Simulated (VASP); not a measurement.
Input of a VASP 6.6.1 run:

Contents of INCAR:

```
SYSTEM = P
ALGO = Normal ; EDIFF = 1E-7
ENCUT = 520 ; GGA = PS
ISIF = 2 ; ISMEAR = -1
LASPH = .True. ; LCHARG = .True.
LELF = .True. ; LREAL = .False.
LVHAR = .True. ; LWAVE = .False.
NBANDS = 12 ; NELM = 80
PREC = Accurate ; SIGMA = 0.05
```

The input KPOINTS:

```
k-points
0
Gamma
  9 9 9
  0 0 0
```

File POSCAR:

```
P
1.0
    1.7182084510      0.9920081117      2.9480824876
   -1.7182084510      0.9920081117      2.9480824876
    0.0000000000     -1.9840162234      2.9480824876
P
2
Direct
    0.7666900940      0.7666900940      0.7666900940
    0.2333099060      0.2333099060      0.2333099060
```

Potentials or basis: VASP PAW PBE potentials, release 64 (P).

Launch:

```sh
$ cat potpaw_PBE.64/P/POTCAR > POTCAR
$ mpirun -np 1 vasp_std > vasp.out
```

Q: Estimate the pressure.

A: 0.0 GPa.

Q: Estimate the band gap on the k mesh.

A: Zero (bands 5 and 6 overlap by 0.98 eV).

Forces on the atoms (eV/Å):
```
P    0.000  0.000  0.013
P    0.000  0.000 -0.013
```

Caveat: the PAW data sets were made with another functional, which shifts forces and pressure a little.
